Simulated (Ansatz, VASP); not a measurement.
## One calculation of CaS, two programs

```
CELL_PARAMETERS angstrom
0.00000 2.84300 2.84300
2.84300 0.00000 2.84300
2.84300 2.84300 0.00000
ATOMIC_POSITIONS crystal
Ca 0.50000 0.50000 0.50000
S 0.00000 0.00000 0.00000
```

Alike in both runs: task single point; functional PBE0; k mesh 4 × 4 × 4; occupations gaussian, width 0.05 eV; no spin polarisation.

|  | VASP | Ansatz |
| --- | --- | --- |
| version | VASP 6.6.1 | Ansatz 0.2.0 |
| potentials or method | VASP PAW PBE potentials, release 64 (Ca_sv, S), cutoff 400 eV | scalar-relativistic, plane waves, PAW |
| valence electrons in the cell | 16 | 16 |

Ansatz gave:

* gap on the k mesh at the Fermi level (eV): 4.11
* least direct gap on the mesh (eV): 5.03
* pressure (GPa): 0.4

Question: Which values does VASP return?

Answer: gap on the k mesh at the Fermi level (eV): 4.13; least direct gap on the mesh (eV): 5.05; pressure (GPa): 0.5.

Ansatz's warnings: stress exchange threshold loose, stress scf threshold loose.

The k mesh is coarse, so the values compare programs but aren't converged.
